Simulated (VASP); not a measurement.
A run of VASP 6.6.1:

INCAR

```
SYSTEM = Ta2N
  PREC = Accurate
  ENCUT = 520
  EDIFF = 1E-6
  ISMEAR = 0
  SIGMA = 0.1
  LREAL = .FALSE.
  LASPH = .TRUE.
  NELM = 80
  ALGO = Normal
  ISIF = 2
  LWAVE = .FALSE.
  LCHARG = .FALSE.
  GGA = PS
  NBANDS = 20
```

KPOINTS

```
regular mesh
0
G
  15 15 10
  0 0 0
```

POSCAR

```
Ta2N
1.0
    3.1989321266      0.0000000000      0.0000000000
   -1.5994660633      2.7703564866      0.0000000000
    0.0000000000      0.0000000000      5.1505873336
Ta N
2 1
Direct
    0.6666666700      0.3333333300      0.7301992481
    0.3333333300      0.6666666700      0.2698007519
    0.0000000000      0.0000000000      0.0000000000
```

Potentials or basis: VASP PAW PBE potentials, release 64 (Ta_pv, N).

Run with:

```bash
$ cat potpaw_PBE.64/Ta_pv/POTCAR potpaw_PBE.64/N/POTCAR > POTCAR
$ mpirun -np 1 vasp_std > vasp.out
```

Hardware: 1 thread of Intel(R) Xeon(R) 6975P-C (Granite Rapids) (shared host).

Task: How long does it take, and how much memory?

Result: It took 67 s on 1 thread of Intel(R) Xeon(R) 6975P-C (Granite Rapids), on a shared host, peak memory 0.31 GiB. Counts: scf iterations 14, k points 238.
